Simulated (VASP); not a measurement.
# SiC (Moissanite 3C) (F-43m) in VASP: notebook

SiC (Moissanite 3C) is run at these levels: LDA; tasks: single point, relaxation of cell and atoms.

Program: VASP 6.6.1. These are calculated values, not measurements. Logs are shortened: lines on timing, memory, paths and dates and some standing lists are left out, and cuts for length are marked.

## Step 1: The cell of the first run

It takes space group F-43m (No. 216, cubic). Conventional cell: a = 4.329 Å, b = 4.329 Å, c = 4.329 Å, α = 90.00°, β = 90.00°, γ = 90.00°. Si (site symmetry -43m) has 4 C at 1.87 Å within 2.5 Å. C (site symmetry -43m) has 4 Si at 1.87 Å within 2.5 Å.

## Step 2: Single point, LDA

The input, INCAR:

```
PREC = Accurate
ENCUT = 600
EDIFF = 1E-6
ISMEAR = 0
SIGMA = 0.02
LREAL = F
LASPH = T
NELM = 120
ALGO = Normal
ISIF = 2
LWAVE = F
LCHARG = T
LELF = T
LVHAR = T
NBANDS = 11
GGA_COMPAT = F
```

The input, KPOINTS:

```
regular mesh
0
Gamma
  10 10 10
```

The input, POSCAR:

```
SiC
1.0
    0.0000000000      2.1644869227      2.1644869227
    2.1644869227      0.0000000000      2.1644869227
    2.1644869227      2.1644869227      0.0000000000
Si C
1 1
Direct
    0.0000000000      0.0000000000      0.0000000000
    0.2500000000      0.2500000000      0.2500000000
```

Potentials or basis: VASP PAW LDA potentials, release 64 (Si, C).

Started as:

```sh
$ cat potpaw_LDA.64/Si/POTCAR potpaw_LDA.64/C/POTCAR > POTCAR
$ mpirun -np 1 vasp_std > vasp.out
```

OUTCAR:

```text
PREC = Accurate
   ENCUT = 600
   EDIFF = 1E-6
   ISMEAR = 0
   LREAL = F
   LASPH = T
   NELM = 120
   ISIF = 2

 ion  position               nearest neighbor table
   1  0.000  0.000  0.000-   2 1.87   2 1.87   2 1.87   2 1.87
   2  0.250  0.250  0.250-   1 1.87   1 1.87   1 1.87   1 1.87

  LATTYP: Found a face centered cubic cell.
 ALAT       =     4.3289738454

  Lattice vectors:

 A1 = (   0.0000000000,   2.1644869227,   2.1644869227)
 A2 = (   2.1644869227,   0.0000000000,   2.1644869227)
 A3 = (   2.1644869227,   2.1644869227,   0.0000000000)

Analysis of symmetry for initial positions (statically):
=====================================================================
 Subroutine PRICEL returns:
 Original cell was already a primitive cell.

 Routine SETGRP: Setting up the symmetry group for a
 face centered cubic supercell.

 Subroutine GETGRP returns: Found 24 space group operations
 (whereof 24 operations were pure point group operations)
 out of a pool of 48 trial point group operations.

The static configuration has the point symmetry T_d .

Analysis of symmetry for dynamics (positions and initial velocities):
=====================================================================
 Subroutine PRICEL returns:
 Original cell was already a primitive cell.

 Routine SETGRP: Setting up the symmetry group for a
 face centered cubic supercell.

 Subroutine GETGRP returns: Found 24 space group operations
 (whereof 24 operations were pure point group operations)
 out of a pool of 48 trial point group operations.

The dynamic configuration has the point symmetry T_d .

 Subroutine INISYM returns: Found 24 space group operations
 (whereof 24 operations are pure point group operations),
 and found     1 'primitive' translations

----------------------------------------------------------------------------------------

                                     Primitive cell

  volume of cell :      20.2813

  direct lattice vectors                    reciprocal lattice vectors
     0.000000000  2.164486923  2.164486923    -0.231001627  0.231001627  0.231001627
     2.164486923  0.000000000  2.164486923     0.231001627 -0.231001627  0.231001627
     2.164486923  2.164486923  0.000000000     0.231001627  0.231001627 -0.231001627

  length of vectors
     3.061046762  3.061046762  3.061046762     0.400106554  0.400106554  0.400106554

  position of ions in fractional coordinates (direct lattice)
[... 79 lines left out ...]
   EDIFF  = 0.1E-05   stopping-criterion for ELM
   LREAL  =      F    real-space projection
   EDIFFG = 0.1E-04   stopping-criterion for IOM
   NSW    =      0    number of steps for IOM
   IBRION =     -1    ionic relax: 0-MD 1-quasi-New 2-CG
   NFREE  =      0    steps in history (QN), initial steepest desc. (CG)
   ISIF   =      2    stress and relaxation
   ISYM   =      2    0-nonsym 1-usesym 2-fastsym
   POTIM  = 0.5000    time-step for ionic-motion
   TEBEG  =    0.0;   TEEND  =   0.0 temperature during run
   PSTRESS=    0.0 pullay stress
   NELECT =       8.0000    total number of electrons
   NUPDOWN=      -1.0000    fix difference up-down
   EMIN   =  10.00;   EMAX   =-10.00  energy-range for DOS
   EFERMI =   0.00;   METHOD = LEGACY
   ISMEAR =     0;   SIGMA  =   0.02  broadening in eV -4-tet -1-fermi 0-gaus
   EFERMI_NEDOS =   21; number of points for ismear=-14 and -15
   IALGO  =     38    algorithm
   IMIX   =      4    mixing-type and parameters
     AMIX     =   0.40;   BMIX     =  1.00
     AMIX_MAG =   1.60;   BMIX_MAG =  1.00
  volume/ion in A,a.u.               =      10.14        68.43
  Fermi-wavevector in a.u.,A,eV,Ry     =   1.200623  2.268848 19.612726  1.441495
  Thomas-Fermi vector in A             =   2.336454
   LORBIT       =      0    0 simple, 1 ext, 2 COOP (PROOUT), +10 PAW based schemes
   GGA     = CA    functional components
   LHFCALC =     F    Hartree Fock is set to
   AEXX    =    0.0000 exact exchange contribution
   IVDW    =     0    specifies the selected vdW correction
   LEPSILON=     F    determine dielectric tensor
   LRPA    =     F    only Hartree local field effects (RPA)
 non-spin polarized calculation
 Gauss-broadening in eV      SIGMA  =   0.02
  energy-cutoff  :      600.00
  volume of cell :       20.28
 maximum number of plane-waves:       700
   NGX = 13   NGY = 13   NGZ = 13

 number of electron       8.0000000 magnetization

 Free energy of the ion-electron system (eV)
  ---------------------------------------------------
  ext. energy  EPLUGINS =         0.00000000
  ---------------------------------------------------
  free energy    TOTEN  =       -16.64463019 eV

  energy without entropy =      -16.64463019  energy(sigma->0) =      -16.64463019

 E-fermi :   8.3869     XC(G=0): -11.6421

 val. band max:        8.2904993569   @ k =   0.0000   0.0000   0.0000
 cond. band min:       9.5782778612   @ k =   0.5000   0.5000   0.0000
 fundamental gap:      1.2877785043
 Fermi energy:         8.3869175905

 k-point     1 :       0.0000    0.0000    0.0000
  band No.  band energies     occupation
      1      -7.1826      2.00000
      2       8.2905      2.00000
      3       8.2905      2.00000
      4       8.2905      2.00000
      5      14.8187      0.00000
      6      15.6216      0.00000
      7      15.6216      0.00000
      8      15.6216      0.00000
      9      22.8674      0.00000
     10      22.8674      0.00000
     11      24.7745      0.00000
[... 309 lines left out ...]
 k-point    24 :       0.4000    0.3000    0.0000
  band No.  band energies     occupation
      1      -3.9671      2.00000
      2       2.7335      2.00000
      3       5.0848      2.00000
      4       5.6265      2.00000
      5      11.1094      0.00000
      6      13.8760      0.00000
      7      19.9891      0.00000
      8      20.2579      0.00000
      9      22.1105      0.00000
     10      26.4380      0.00000
     11      29.7129      0.00000

 [... further k-points ...]
[... 5 lines left out ...]
  --------------------------------------------------------------------------------------
  -------------------------------------------------------------------------------------
  Total        0.0329887      0.0329887      0.0329887      0.0000000     -0.0000000      0.0000000
  in kB        2.6060399      2.6060399      2.6060399      0.0000000     -0.0000000      0.0000000
  external PRESSURE =       2.6060399 kB  Pullay stress =       0.0000000 kB

 VOLUME and BASIS-vectors are now :
 -----------------------------------------------------------------------------
  energy-cutoff  :      600.00
  volume of cell :       20.28
      direct lattice vectors                 reciprocal lattice vectors
     0.000000000  2.164486923  2.164486923    -0.231001627  0.231001627  0.231001627
     2.164486923  0.000000000  2.164486923     0.231001627 -0.231001627  0.231001627
     2.164486923  2.164486923  0.000000000     0.231001627  0.231001627 -0.231001627

 POSITION                                       TOTAL-FORCE (eV/Angst)
 -----------------------------------------------------------------------------------
      0.00000      0.00000      0.00000         0.000000      0.000000      0.000000
      1.08224      1.08224      1.08224        -0.000000     -0.000000     -0.000000
 -----------------------------------------------------------------------------------
    total drift:                                0.000000      0.000000      0.000000

  FREE ENERGIE OF THE ION-ELECTRON SYSTEM (eV)
  ---------------------------------------------------
  free  energy   TOTEN  =       -16.6446301888 eV

  energy  without entropy=      -16.6446301888  energy(sigma->0) =      -16.64463019
```

OSZICAR:

```text
N       E                     dE             d eps       ncg     rms          rms(c)
DAV:   1     0.421369893144E+01    0.42137E+01   -0.44535E+03  1082   0.699E+02
DAV:   2    -0.179921752004E+02   -0.22206E+02   -0.20951E+02  1308   0.117E+02
DAV:   3    -0.187366312335E+02   -0.74446E+00   -0.74328E+00  1265   0.178E+01
DAV:   4    -0.187397786533E+02   -0.31474E-02   -0.31472E-02  1189   0.151E+00
DAV:   5    -0.187397944412E+02   -0.15788E-04   -0.15788E-04  1262   0.977E-02    0.927E+00
DAV:   6    -0.167397805659E+02    0.20000E+01   -0.72594E+00  1163   0.120E+01    0.409E+00
DAV:   7    -0.166657638490E+02    0.74017E-01   -0.41155E-01  1226   0.369E+00    0.182E+00
DAV:   8    -0.166450648746E+02    0.20699E-01   -0.27382E-02  1193   0.998E-01    0.183E-01
DAV:   9    -0.166446152907E+02    0.44958E-03   -0.21135E-03  1246   0.247E-01    0.985E-02
DAV:  10    -0.166446297861E+02   -0.14495E-04   -0.13249E-04  1178   0.717E-02    0.339E-02
DAV:  11    -0.166446301888E+02   -0.40271E-06   -0.37217E-06  1247   0.119E-02
   1 F= -.16644630E+02 E0= -.16644630E+02  d E =-.272878E-14
```

stdout:

```text
POSCAR found type information on POSCAR SiC
 POSCAR found :  2 types and       2 ions
 scaLAPACK will be used
 LDA part: xc-table for (Slater(with rela. corr.)+CA(PZ))
 , standard interpolation
 POSCAR, INCAR and KPOINTS ok, starting setup
 FFT: planning ... GRIDC
 FFT: planning ... GRID_SOFT
 FFT: planning ... GRID
 WAVECAR not read
 entering main loop
```

Wall time 10 s (1 thread of AMD EPYC 7R43 (Zen 3), shared host); peak memory 0.09 GiB.

Results:

```
Free energy            : -16.6446 eV
Pressure               : 0.3 GPa
Band gap on the k mesh : 1.29 eV, indirect (least direct gap 4.52 eV)
```

## Step 3: Relaxation of cell and atoms, LDA

This run uses another cell than the first one, of 10.50 Å³/atom, 1.036 times its volume.

The input, INCAR:

```
PREC = Accurate ; ENCUT = 600
EDIFF = 1E-7 ; ISMEAR = 0
SIGMA = 0.02 ; LREAL = F
LASPH = T ; NELM = 120
ALGO = Normal ; ISIF = 3
LWAVE = F ; LCHARG = F
GGA = CA ; IBRION = 2
NSW = 70 ; EDIFFG = -0.005
GGA_COMPAT = F ; NELMIN = 4
```

The input, KPOINTS:

```
Automatic mesh
0
Gamma
  10 10 10
```

The input, POSCAR:

```
SiC
1.0
    0.0000000000      2.1898675892      2.1898675892
    2.1898675892      0.0000000000      2.1898675892
    2.1898675892      2.1898675892      0.0000000000
Si C
1 1
Direct
    0.0000000000      0.0000000000      0.0000000000
    0.2500000000      0.2500000000      0.2500000000
```

Potentials or basis: VASP PAW LDA potentials, release 64 (Si, C).

Started as:

```sh
$ cat potpaw_LDA.64/Si/POTCAR potpaw_LDA.64/C/POTCAR > POTCAR
$ mpirun -np 1 vasp_std > vasp.out
```

OUTCAR:

```text
PREC = Accurate
   ENCUT = 600
   EDIFF = 1E-7
   ISMEAR = 0
   LREAL = F
   LASPH = T
   NELM = 120
   ISIF = 3
   GGA = CA
   IBRION = 2
   NSW = 70
   EDIFFG = -0.005
   NELMIN = 4

 ion  position               nearest neighbor table
   1  0.000  0.000  0.000-   2 1.90   2 1.90   2 1.90   2 1.90
   2  0.250  0.250  0.250-   1 1.90   1 1.90   1 1.90   1 1.90

  LATTYP: Found a face centered cubic cell.
 ALAT       =     4.3797351784

  Lattice vectors:

 A1 = (   0.0000000000,   2.1898675892,   2.1898675892)
 A2 = (   2.1898675892,   0.0000000000,   2.1898675892)
 A3 = (   2.1898675892,   2.1898675892,   0.0000000000)

Analysis of symmetry for initial positions (statically):
=====================================================================
 Subroutine PRICEL returns:
 Original cell was already a primitive cell.

 Routine SETGRP: Setting up the symmetry group for a
 face centered cubic supercell.

 Subroutine GETGRP returns: Found 24 space group operations
 (whereof 24 operations were pure point group operations)
 out of a pool of 48 trial point group operations.

The static configuration has the point symmetry T_d .

Analysis of symmetry for dynamics (positions and initial velocities):
=====================================================================
 Subroutine PRICEL returns:
 Original cell was already a primitive cell.

 Routine SETGRP: Setting up the symmetry group for a
 face centered cubic supercell.

 Subroutine GETGRP returns: Found 24 space group operations
 (whereof 24 operations were pure point group operations)
 out of a pool of 48 trial point group operations.

The dynamic configuration has the point symmetry T_d .

 Subroutine INISYM returns: Found 24 space group operations
 (whereof 24 operations are pure point group operations),
 and found     1 'primitive' translations

----------------------------------------------------------------------------------------
[... 122 lines left out ...]
   LEPSILON=     F    determine dielectric tensor
   LRPA    =     F    only Hartree local field effects (RPA)
 conjugate gradient relaxation of ions
 non-spin polarized calculation
 Gauss-broadening in eV      SIGMA  =   0.02
  energy-cutoff  :      600.00
  volume of cell :       21.00
 maximum number of plane-waves:       725
 NGX is ok and might be reduce to    28
   NGX = 13   NGY = 13   NGZ = 13

--------------------------------------- Ionic step        1  -------------------------------------------

 number of electron       8.0000000 magnetization

 Free energy of the ion-electron system (eV)
  ---------------------------------------------------
  ext. energy  EPLUGINS =         0.00000000
  ---------------------------------------------------
  free energy    TOTEN  =       -16.62917722 eV

  energy without entropy =      -16.62917722  energy(sigma->0) =      -16.62917722

------------------------ aborting loop because EDIFF is reached ----------------------------------------

  FORCE on cell =-STRESS in cart. coord.  units (eV):
  Direction    XX          YY          ZZ          XY          YZ          ZX
  --------------------------------------------------------------------------------------
  -------------------------------------------------------------------------------------
  Total       -0.9529763     -0.9529763     -0.9529763      0.0000000      0.0000000      0.0000000
  in kB      -72.6957652    -72.6957652    -72.6957652      0.0000000      0.0000000      0.0000000
  external PRESSURE =     -72.6957652 kB  Pullay stress =       0.0000000 kB
[... 59 lines left out ...]
--------------------------------------- Ionic step        3  -------------------------------------------

 number of electron       8.0000000 magnetization

 Free energy of the ion-electron system (eV)
  ---------------------------------------------------
  ext. energy  EPLUGINS =         0.00000000
  ---------------------------------------------------
  free energy    TOTEN  =       -16.64554148 eV

  energy without entropy =      -16.64554148  energy(sigma->0) =      -16.64554148

 E-fermi :   8.4395     XC(G=0): -11.6367

 val. band max:        8.2760267829   @ k =   0.0000   0.0000   0.0000
 cond. band min:       9.5653695543   @ k =   0.5000   0.5000   0.0000
 fundamental gap:      1.2893427714
 Fermi energy:         8.4394997953

 k-point     1 :       0.0000    0.0000    0.0000
  band No.  band energies     occupation
      1      -7.1870      2.00000
      2       8.2760      2.00000
      3       8.2760      2.00000
      4       8.2760      2.00000
      5      14.7898      0.00000
      6      15.5994      0.00000
      7      15.5994      0.00000
      8      15.5994      0.00000
[... 243 lines left out ...]
 k-point    24 :       0.4000    0.3000    0.0000
  band No.  band energies     occupation
      1      -3.9747      2.00000
      2       2.7209      2.00000
      3       5.0732      2.00000
      4       5.6144      2.00000
      5      11.0945      0.00000
      6      13.8570      0.00000
      7      19.9619      0.00000
      8      20.2324      0.00000

 [... further k-points ...]
[... 5 lines left out ...]
  --------------------------------------------------------------------------------------
  -------------------------------------------------------------------------------------
  Total       -0.0065705     -0.0065705     -0.0065705      0.0000000      0.0000000      0.0000000
  in kB       -0.5184222     -0.5184222     -0.5184222      0.0000000      0.0000000      0.0000000
  external PRESSURE =      -0.5184222 kB  Pullay stress =       0.0000000 kB
[... 17 lines left out ...]
  FREE ENERGIE OF THE ION-ELECTRON SYSTEM (eV)
  ---------------------------------------------------
  free  energy   TOTEN  =       -16.6455414776 eV

  energy  without entropy=      -16.6455414776  energy(sigma->0) =      -16.64554148

 reached required accuracy - stopping structural energy minimisation
```

OSZICAR:

```text
N       E                     dE             d eps       ncg     rms          rms(c)
DAV:   1     0.542908472981E+01    0.54291E+01   -0.45841E+03   768   0.959E+02
DAV:   2    -0.181893250911E+02   -0.23618E+02   -0.22560E+02  1104   0.115E+02
DAV:   3    -0.186159478549E+02   -0.42662E+00   -0.42662E+00   864   0.191E+01
DAV:   4    -0.186175629083E+02   -0.16151E-02   -0.16151E-02  1240   0.128E+00
[... 24 lines left out ...]
DAV:   4    -0.166455478525E+02    0.23715E-03   -0.33944E-04   864   0.111E-01    0.315E-02
DAV:   5    -0.166455420574E+02    0.57951E-05   -0.76766E-06  1064   0.233E-02    0.213E-02
DAV:   6    -0.166455416025E+02    0.45490E-06   -0.37679E-07   896   0.567E-03    0.393E-03
DAV:   7    -0.166455414786E+02    0.12392E-06   -0.19192E-07   552   0.266E-03    0.199E-03
DAV:   8    -0.166455414776E+02    0.98180E-09   -0.92085E-09   416   0.884E-04
   3 F= -.16645541E+02 E0= -.16645541E+02  d E =-.163643E-01
```

Wall time 26 s (1 thread of AMD EPYC 7R43 (Zen 3), shared host); peak memory 0.1 GiB.

Results:

```
Free energy                            : -16.6455 eV
Relaxed volume                         : 10.15 Å³/atom
Relaxed cell                           : a = 3.062 Å, b = 3.062 Å, c = 3.062 Å, α = 60.00°, β = 60.00°, γ = 60.00°
Space group after relaxing (to 0.05 Å) : F-43m (No. 216)
Energy gained by relaxing              : 8.2 meV/atom
Ionic steps                            : 3
Pressure after relaxing                : -0.1 GPa
Band gap on the k mesh                 : 1.29 eV, indirect (least direct gap 4.52 eV)
```

Step by step:
```
step  energy change (eV)  largest force (eV/Å)  pressure (GPa)  volume (Å³)
   1              0.0000                0.0000           -7.27        21.00
   2              0.0026                0.0000            8.77        19.59
   3             -0.0164                0.0000           -0.05        20.31
```

Final structure:
```yaml
crystal:
  lattice:
    - [0.00000, 2.16537, 2.16537]
    - [2.16537, 0.00000, 2.16537]
    - [2.16537, 2.16537, 0.00000]
  atoms:
    - { symbol: Si, position: [0.00000, 0.00000, 0.00000] }
    - { symbol: C, position: [0.25000, 0.25000, 0.25000] }
```

Levels at points of the mesh, in eV from the valence-band top:
```csv
k point,band 2,band 3,band 4,band 5,band 6,band 7
"(0.00, 0.00, 0.00)",0.00,0.00,0.00,6.51,7.32,7.32
"(0.50, 0.00, 0.00)",-8.66,-1.06,-1.06,5.56,7.21,7.21
"(0.50, 0.50, 0.00)",-7.87,-3.23,-3.23,1.29,4.26,14.05
```
